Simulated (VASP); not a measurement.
# PtSe2 (Sudovikovite) (P-3m1) in VASP: further runs

Runs on PtSe2 (Sudovikovite). Level: PBEsol. Tasks: single point.

Program: VASP 6.6.1. These are calculated values, not measurements. Logs are shortened: lines on timing, memory, paths and dates and some standing lists are left out, and cuts for length are marked.

### Step 1. The cell of the first run

Symmetry: P-3m1, No. 164, trigonal system. The conventional cell has a = 3.661 Å, b = 3.661 Å, c = 4.976 Å, α = 90.00°, β = 90.00°, γ = 120.00°. Pt (site symmetry -3m) has 6 Se at 2.45 Å within 3.2 Å. Se (site symmetry 3m) has 3 Pt at 2.45 Å within 3.2 Å.

### Step 2. Single point, PBEsol

File INCAR:

```
ALGO = Normal
EDIFF = 1E-6
ENCUT = 500
GGA = PS
GGA_COMPAT = F
ISIF = 2
ISMEAR = -1
LASPH = T
LCHARG = F
LREAL = F
LWAVE = F
NBANDS = 18
NELM = 120
PREC = Accurate
SIGMA = 0.1
```

File KPOINTS:

```
k-points
0
Gamma
  8 8 6
```

File POSCAR:

```
PtSe2
1.0
    3.6608691600      0.0000000000      0.0000000000
   -1.8304345800      3.1704060820      0.0000000000
    0.0000000000      0.0000000000      4.9761868120
Pt Se
1 2
Direct
    0.0000000000      0.0000000000      0.0000000000
    0.3333333333      0.6666666667      0.2500000000
    0.6666666667      0.3333333333      0.7500000000
```

Potentials or basis: VASP PAW PBE potentials, release 64 (Pt, Se).

Launch:

```sh
cat potpaw_PBE.64/Pt/POTCAR potpaw_PBE.64/Se/POTCAR > POTCAR
mpirun -np 1 vasp_std > vasp.out
```

OUTCAR:

```text
EDIFF = 1E-6
   ENCUT = 500
   GGA = PS
   ISIF = 2
   ISMEAR = -1
   LASPH = T
   LREAL = F
   NELM = 120
   PREC = Accurate

 ion  position               nearest neighbor table
   1  0.000  0.000  0.000-   2 2.45   3 2.45   3 2.45   2 2.45   3 2.45   2 2.45
   2  0.333  0.667  0.250-   1 2.45   1 2.45   1 2.45
   3  0.667  0.333  0.750-   1 2.45   1 2.45   1 2.45

  LATTYP: Found a hexagonal cell.
 ALAT       =     3.6608691600
 C/A-ratio  =     1.3592910849

  Lattice vectors:

 A1 = (   3.6608691600,   0.0000000000,   0.0000000000)
 A2 = (  -1.8304345800,   3.1704060820,   0.0000000000)
 A3 = (   0.0000000000,   0.0000000000,   4.9761868120)

Analysis of symmetry for initial positions (statically):
=====================================================================
 Subroutine PRICEL returns:
 Original cell was already a primitive cell.

 Routine SETGRP: Setting up the symmetry group for a
 hexagonal supercell.

 Subroutine GETGRP returns: Found 12 space group operations
 (whereof 12 operations were pure point group operations)
 out of a pool of 24 trial point group operations.

The static configuration has the point symmetry D_3d.

Analysis of symmetry for dynamics (positions and initial velocities):
=====================================================================
 Subroutine PRICEL returns:
 Original cell was already a primitive cell.

 Routine SETGRP: Setting up the symmetry group for a
 hexagonal supercell.

 Subroutine GETGRP returns: Found 12 space group operations
 (whereof 12 operations were pure point group operations)
 out of a pool of 24 trial point group operations.

The dynamic configuration has the point symmetry D_3d.

 Subroutine INISYM returns: Found 12 space group operations
 (whereof 12 operations are pure point group operations),
 and found     1 'primitive' translations

----------------------------------------------------------------------------------------

                                     Primitive cell

  volume of cell :      57.7558

  direct lattice vectors                    reciprocal lattice vectors
     3.660869160  0.000000000  0.000000000     0.273159175  0.157708504  0.000000000
    -1.830434580  3.170406082  0.000000000     0.000000000  0.315417008  0.000000000
     0.000000000  0.000000000  4.976186812     0.000000000  0.000000000  0.200957086

  length of vectors
     3.660869160  3.660869497  4.976186812     0.315417037  0.315417008  0.200957086

  position of ions in fractional coordinates (direct lattice)
     0.000000000  0.000000000  0.000000000
     0.333333333  0.666666667  0.250000000
     0.666666667  0.333333333  0.750000000

  ion indices of the primitive-cell ions
   primitive index   ion index
                 1           1
                 2           2
                 3           3

----------------------------------------------------------------------------------------

 KPOINTS: k-points

Automatic generation of k-mesh.
 Grid dimensions read from file:
 generate k-points for:    8    8    6

 Generating k-lattice:

  Cartesian coordinates                     Fractional coordinates (reciprocal lattice)
     0.034144897  0.019713563  0.000000000     0.125000000  0.000000000  0.000000000
     0.000000000  0.039427126  0.000000000     0.000000000  0.125000000  0.000000000
     0.000000000  0.000000000  0.033492848     0.000000000  0.000000000  0.166666667

  Length of vectors
     0.039427130  0.039427126  0.033492848

  Shift w.r.t. Gamma in fractional coordinates (k-lattice)
     0.000000000  0.000000000  0.000000000

 Subroutine IBZKPT returns following result:
 ===========================================

 Found     50 irreducible k-points:

 Following reciprocal coordinates:
            Coordinates               Weight
  0.000000  0.000000  0.000000      1.000000
  0.125000  0.000000  0.000000      6.000000
  0.250000  0.000000  0.000000      6.000000
  0.375000 -0.000000  0.000000      6.000000
  0.500000  0.000000  0.000000      3.000000
  0.125000  0.125000  0.000000      6.000000
[... 16 lines left out ...]
 -0.125000  0.500000  0.166667     12.000000
  0.250000  0.250000  0.166667     12.000000
 [... further k-points ...]
   k-points           NKPTS =     50   k-points in BZ     NKDIM =     50   number of bands    NBANDS=     18
   number of dos      NEDOS =    301   number of ions     NIONS =      3
   total plane-waves  NPLWV =  28224
   dimension x,y,z NGX =    28 NGY =   28 NGZ =   36
   dimension x,y,z NGXF=    56 NGYF=   56 NGZF=   72
   ions per type =               1   2
   NGX,Y,Z   is equivalent  to a cutoff of  12.72, 12.72, 12.03 a.u.
   NGXF,Y,Z  is equivalent  to a cutoff of  25.43, 25.43, 24.05 a.u.
 SYSTEM =  unknown system
   PREC   = accura    normal or accurate (medium, high low for compatibility)
   ISTART =      0    job   : 0-new  1-cont  2-samecut
   ICHARG =      2    charge: 1-file 2-atom 10-const
   ISPIN  =      1    spin polarized calculation?
   LNONCOLLINEAR =      F non collinear calculations
   LSORBIT =      F    spin-orbit coupling
   LASPH  =      T    aspherical Exc in radial PAW
   ENCUT  =  500.0 eV  36.75 Ry    6.06 a.u.   6.67  6.67  9.07*2*pi/ulx,y,z
   NELM   =    120;   NELMIN=  2; NELMDL= -5     # of ELM steps
   EDIFF  = 0.1E-05   stopping-criterion for ELM
   LREAL  =      F    real-space projection
   EDIFFG = 0.1E-04   stopping-criterion for IOM
   NSW    =      0    number of steps for IOM
   IBRION =     -1    ionic relax: 0-MD 1-quasi-New 2-CG
   NFREE  =      0    steps in history (QN), initial steepest desc. (CG)
   ISIF   =      2    stress and relaxation
   ISYM   =      2    0-nonsym 1-usesym 2-fastsym
   POTIM  = 0.5000    time-step for ionic-motion
   TEBEG  =    0.0;   TEEND  =   0.0 temperature during run
   PSTRESS=    0.0 pullay stress
   NELECT =      22.0000    total number of electrons
   NUPDOWN=      -1.0000    fix difference up-down
   EMIN   =  10.00;   EMAX   =-10.00  energy-range for DOS
   EFERMI =   0.00;   METHOD = LEGACY
   ISMEAR =    -1;   SIGMA  =   0.10  broadening in eV -4-tet -1-fermi 0-gaus
   EFERMI_NEDOS =   21; number of points for ismear=-14 and -15
   IALGO  =     38    algorithm
   IMIX   =      4    mixing-type and parameters
     AMIX     =   0.40;   BMIX     =  1.00
     AMIX_MAG =   1.60;   BMIX_MAG =  1.00
  volume/ion in A,a.u.               =      19.25       129.92
  Fermi-wavevector in a.u.,A,eV,Ry     =   1.186726  2.242587 19.161339  1.408319
  Thomas-Fermi vector in A             =   2.322893
   LORBIT       =      0    0 simple, 1 ext, 2 COOP (PROOUT), +10 PAW based schemes
   GGA     = PS    functional components
   LHFCALC =     F    Hartree Fock is set to
   AEXX    =    0.0000 exact exchange contribution
   IVDW    =     0    specifies the selected vdW correction
   LEPSILON=     F    determine dielectric tensor
   LRPA    =     F    only Hartree local field effects (RPA)
 non-spin polarized calculation
  energy-cutoff  :      500.00
  volume of cell :       57.76
 maximum number of plane-waves:      1506
 NGX is ok and might be reduce to    28
   NGX = 13   NGY = 13   NGZ = 19

 number of electron      22.0000003 magnetization

 Free energy of the ion-electron system (eV)
  ---------------------------------------------------
  ext. energy  EPLUGINS =         0.00000000
  ---------------------------------------------------
  free energy    TOTEN  =       -15.78339442 eV

  energy without entropy =      -15.76289279  energy(sigma->0) =      -15.77314361

 E-fermi :   7.1152     XC(G=0): -11.0554

 val. band max:        7.0345904508   @ k =   0.1250   0.0000   0.0000
 cond. band min:       7.2185668491   @ k =   0.3750   0.2500   0.0000
 fundamental gap:      0.1839763983
 Fermi energy:         7.1152325861

 k-point     1 :       0.0000    0.0000    0.0000
  band No.  band energies     occupation
      1      -9.1063      2.00000
      2      -5.9400      2.00000
      3      -0.5803      2.00000
      4       0.1679      2.00000
      5       0.1679      2.00000
      6       2.7797      2.00000
[... 10 lines left out ...]
     17      14.3166      0.00000
     18      19.0208      0.00000

 k-point     2 :       0.1250    0.0000    0.0000
  band No.  band energies     occupation
      1      -8.9148      2.00000
      2      -6.0361      2.00000
      3      -0.3620      2.00000
      4       0.2898      2.00000
      5       0.3070      2.00000
      6       2.5162      2.00000
[... 10 lines left out ...]
     17      14.9228      0.00000
     18      16.8671      0.00000

 k-point     3 :       0.2500    0.0000    0.0000
  band No.  band energies     occupation
      1      -8.3835      2.00000
      2      -6.2759      2.00000
      3       0.1750      2.00000
      4       0.5849      2.00000
      5       0.6944      2.00000
      6       1.5614      2.00000
[... 10 lines left out ...]
     17      15.2580      0.00000
     18      15.4719      0.00000

 k-point     4 :       0.3750   -0.0000    0.0000
  band No.  band energies     occupation
      1      -7.6629      2.00000
      2      -6.5874      2.00000
      3      -0.1878      2.00000
      4       0.8307      2.00000
      5       1.0785      2.00000
      6       1.7333      2.00000
[... 10 lines left out ...]
     17      14.6801      0.00000
     18      16.7201      0.00000

 k-point     5 :       0.5000    0.0000    0.0000
  band No.  band energies     occupation
      1      -7.0361      2.00000
      2      -6.9934      2.00000
      3      -0.7246      2.00000
      4       0.8937      2.00000
      5       1.3884      2.00000
      6       2.5750      2.00000
[... 10 lines left out ...]
     17      14.3409      0.00000
     18      18.5179      0.00000

 k-point     6 :       0.1250    0.1250    0.0000
  band No.  band energies     occupation
      1      -8.5528      2.00000
      2      -6.2007      2.00000
      3       0.0358      2.00000
      4       0.5132      2.00000
      5       0.5410      2.00000
      6       2.0717      2.00000
[... 10 lines left out ...]
     17      15.3260      0.00000
     18      16.0173      0.00000

 k-point     7 :       0.2500    0.1250    0.0000
  band No.  band energies     occupation
      1      -7.9235      2.00000
      2      -6.4539      2.00000
      3       0.4078      2.00000
      4       0.5706      2.00000
      5       1.0416      2.00000
      6       1.2576      2.00000
[... 10 lines left out ...]
     17      14.9809      0.00000
     18      16.2120      0.00000

 k-point     8 :       0.3750    0.1250    0.0000
  band No.  band energies     occupation
      1      -7.2485      2.00000
      2      -6.7626      2.00000
      3      -0.4647      2.00000
      4       0.7173      2.00000
      5       1.3879      2.00000
      6       1.9221      2.00000
[... 10 lines left out ...]
     17      16.0056      0.00000
     18      16.9129      0.00000
[... 229 lines left out ...]
     17      14.8115      0.00000
     18      16.2338      0.00000

 k-point    20 :       0.2500    0.1250    0.1667
  band No.  band energies     occupation
      1      -7.8167      2.00000
      2      -6.6011      2.00000
      3       0.2984      2.00000
      4       0.6225      2.00000
      5       0.9141      2.00000
      6       1.6722      2.00000
[... 10 lines left out ...]
     17      15.5473      0.00000
     18      15.9003      0.00000

 k-point    21 :      -0.1250    0.3750    0.1667
  band No.  band energies     occupation
      1      -7.8661      2.00000
      2      -6.5038      2.00000
      3      -0.0326      2.00000
      4       0.4659      2.00000
      5       0.9870      2.00000
      6       1.5859      2.00000
[... 10 lines left out ...]
     17      15.1399      0.00000
     18      16.6664      0.00000

 k-point    22 :       0.3750    0.1250    0.1667
  band No.  band energies     occupation
      1      -7.1256      2.00000
      2      -6.8814      2.00000
      3      -0.4633      2.00000
      4       0.6924      2.00000
      5       1.5383      2.00000
      6       1.6323      2.00000
[... 10 lines left out ...]
     17      16.3867      0.00000
     18      16.7367      0.00000

 k-point    23 :      -0.1250    0.5000    0.1667
  band No.  band energies     occupation
      1      -7.2854      2.00000
      2      -6.6802      2.00000
      3      -0.6164      2.00000
      4       0.5354      2.00000
      5       1.1371      2.00000
      6       2.2666      2.00000
[... 10 lines left out ...]
     17      16.4210      0.00000
     18      17.1478      0.00000

 k-point    24 :       0.2500    0.2500    0.1667
  band No.  band energies     occupation
      1      -7.2889      2.00000
      2      -6.6907      2.00000
      3      -0.0525      2.00000
      4       0.4309      2.00000
      5       0.9002      2.00000
      6       1.7400      2.00000
[... 10 lines left out ...]
     17      15.5860      0.00000
     18      16.2763      0.00000

 [... further k-points ...]

------------------------ aborting loop because EDIFF is reached ----------------------------------------

  FORCE on cell =-STRESS in cart. coord.  units (eV):
  Direction    XX          YY          ZZ          XY          YZ          ZX
  --------------------------------------------------------------------------------------
  -------------------------------------------------------------------------------------
  Total        4.2558734      4.2558744      2.5821712      0.0000000      0.0000000      0.0000000
  in kB      118.0601975    118.0602265     71.6308073      0.0000000      0.0000000      0.0000000
  external PRESSURE =     102.5837438 kB  Pullay stress =       0.0000000 kB

 VOLUME and BASIS-vectors are now :
 -----------------------------------------------------------------------------
  energy-cutoff  :      500.00
  volume of cell :       57.76
      direct lattice vectors                 reciprocal lattice vectors
     3.660869160  0.000000000  0.000000000     0.273159175  0.157708504  0.000000000
    -1.830434580  3.170406082  0.000000000     0.000000000  0.315417008  0.000000000
     0.000000000  0.000000000  4.976186812     0.000000000  0.000000000  0.200957086

 POSITION                                       TOTAL-FORCE (eV/Angst)
 -----------------------------------------------------------------------------------
      0.00000      0.00000      0.00000         0.000000      0.000000      0.000000
     -0.00000      2.11360      1.24405         0.000000      0.000000      1.052198
      1.83043      1.05680      3.73214        -0.000000     -0.000000     -1.052198
 -----------------------------------------------------------------------------------
    total drift:                               -0.000000     -0.000000     -0.000000

  FREE ENERGIE OF THE ION-ELECTRON SYSTEM (eV)
  ---------------------------------------------------
  free  energy   TOTEN  =       -15.7833944218 eV

  energy  without entropy=      -15.7628927903  energy(sigma->0) =      -15.77314361
```

Run time: 56 s. Hardware: 1 thread of Intel Xeon 8259CL, shared host; peak memory 0.2 GiB.

What came out:

```
Free energy            : -15.7834 eV
Pressure               : 10.3 GPa
Largest force          : 1.052 eV/Å
Band gap on the k mesh : zero (band 11 reaches 7.55 eV, above the bottom of band 12 at 7.22 eV)
```

Forces on the atoms (eV/Å):
```
Pt   0.000  0.000  0.000
Se   0.000  0.000  1.052
Se   0.000  0.000 -1.052
```

Levels at points of the mesh, in eV from the Fermi level:
| k point | band 7 | band 8 | band 9 | band 10 | band 11 | band 12 | band 13 | band 14 | band 15 | band 16 |
| --- | --- | --- | --- | --- | --- | --- | --- | --- | --- | --- |
| (0.00, 0.00, 0.00) | -4.34 | -2.73 | -1.12 | -1.12 | 0.43 | 1.56 | 1.56 | 3.38 | 4.48 | 7.20 |
| (0.50, 0.00, 0.00) | -4.01 | -3.80 | -3.76 | -3.66 | -3.11 | 0.68 | 2.56 | 4.88 | 5.75 | 7.02 |
| (0.00, 0.00, 0.50) | -4.37 | -3.18 | -1.67 | -1.58 | -1.58 | 2.51 | 2.51 | 4.68 | 6.59 | 6.69 |
| (0.50, 0.00, 0.50) | -3.79 | -3.78 | -3.44 | -3.05 | -1.45 | 1.03 | 1.69 | 4.53 | 4.71 | 7.03 |

Caveat: the PAW data sets were made with another functional, which shifts forces and pressure a little; spin-orbit coupling is left out, which moves the levels of the heavy elements.

### Step 3. Single point, PBEsol

This run uses another cell than the first one, of 19.86 Å³/atom, 1.032 times its volume.

File INCAR:

```
SYSTEM = PtSe2
PREC     = Accurate       ! precision mode
ENCUT    = 500            ! plane-wave cutoff, eV
EDIFF    = 1E-6           ! SCF threshold, eV
ISMEAR   = -1             ! smearing method
SIGMA    = 0.1            ! smearing width, eV
LREAL    = .False.        ! projectors in reciprocal space
LASPH    = .True.         ! aspherical terms in the spheres
NELM     = 120            ! most SCF steps
ALGO     = Normal         ! electronic algorithm
ISIF     = 2              ! what is computed and relaxed
LWAVE    = .False.        ! write WAVECAR
LCHARG   = .True.         ! write CHGCAR
GGA      = PS             ! functional
LELF     = .True.         ! ELF
LVHAR    = .True.       
NBANDS   = 18             ! bands
GGA_COMPAT= .False.
```

File KPOINTS:

```
regular mesh
0
Gamma
  8 8 6
  0 0 0
```

File POSCAR:

```
PtSe2
1.0
    3.6990059583      0.0000000000      0.0000000000
   -1.8495029792      3.2034335223      0.0000000000
    0.0000000000      0.0000000000      5.0280258220
Pt Se
1 2
Direct
    0.0000000000      0.0000000000      0.0000000000
    0.3333333333      0.6666666667      0.2500000000
    0.6666666667      0.3333333333      0.7500000000
```

Potentials or basis: VASP PAW PBE potentials, release 64 (Pt, Se).

Launch:

```sh
cat potpaw_PBE.64/Pt/POTCAR potpaw_PBE.64/Se/POTCAR > POTCAR
mpirun -np 1 vasp_std > vasp.out
```

Wall time 72 s (1 thread of Intel Xeon 8259CL, shared host); peak memory 0.21 GiB.

It converged, with:

```
Free energy            : -15.8706 eV
Pressure               : 5.2 GPa
Largest force          : 0.606 eV/Å
Band gap on the k mesh : zero (band 11 reaches 7.10 eV, above the bottom of band 12 at 6.77 eV)
```

Forces on the atoms (eV/Å):
```
Pt   0.000  0.000  0.000
Se   0.000  0.000  0.606
Se   0.000  0.000 -0.606
```

Stress tensor (GPa, compression positive):
```
6.08 0.00 0.00
0.00 6.08 0.00
0.00 0.00 3.34
```

Levels at points of the mesh, in eV from the Fermi level:
| k point | band 9 | band 10 | band 11 | band 12 | band 13 | band 14 |
| --- | --- | --- | --- | --- | --- | --- |
| (0.00, 0.00, 0.00) | -1.07 | -1.07 | 0.44 | 1.52 | 1.52 | 3.47 |
| (0.50, 0.00, 0.00) | -3.59 | -3.50 | -3.02 | 0.67 | 2.46 | 4.81 |
| (0.00, 0.00, 0.50) | -1.68 | -1.51 | -1.51 | 2.41 | 2.41 | 4.72 |
| (0.50, 0.00, 0.50) | -3.29 | -2.92 | -1.39 | 1.02 | 1.60 | 4.61 |

Caveat: the PAW data sets were made with another functional, which shifts forces and pressure a little; spin-orbit coupling is left out, which moves the levels of the heavy elements.
